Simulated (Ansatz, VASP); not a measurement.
## Na: VASP beside Ansatz

```
Na
1.0
    -2.18102    2.18102    2.05397
     2.18102   -2.18102    2.05397
     2.18102    2.18102   -2.05397
Na
1
Direct
  0.00000 0.00000 0.00000
```

Change from the starting cell: strain +0.030 along x and y, -0.030 along z, atoms carried along.

Alike in both runs: task single point; functional PBEsol; k mesh 16 × 16 × 16; occupations gaussian, width 0.15 eV; no spin polarisation.

```csv
,VASP,Ansatz
version,VASP 6.6.1,Ansatz 0.2.0
potentials or method,"VASP PAW PBE potentials, release 64 (Na_pv), cutoff 520 eV","scalar-relativistic, plane waves, PAW"
valence electrons in the cell,7,9
```

|  | VASP | Ansatz | Ansatz less VASP |
| --- | --- | --- | --- |
| gap on the k mesh at the Fermi level (eV) | none | none | - |
| pressure (GPa) | -0.5 | -0.5 | 0.00 |
| traceless stress, the component that is largest in VASP (GPa) | 0.09 | 0.09 | -0.001 |

VASP's potentials were made for PBE, not for PBEsol. A gap of «none» marks a metal or a gap that the smearing closes. VASP's potentials hold 7 valence electrons a cell and Ansatz's 9, so a difference there can come from the potentials and not from the codes.
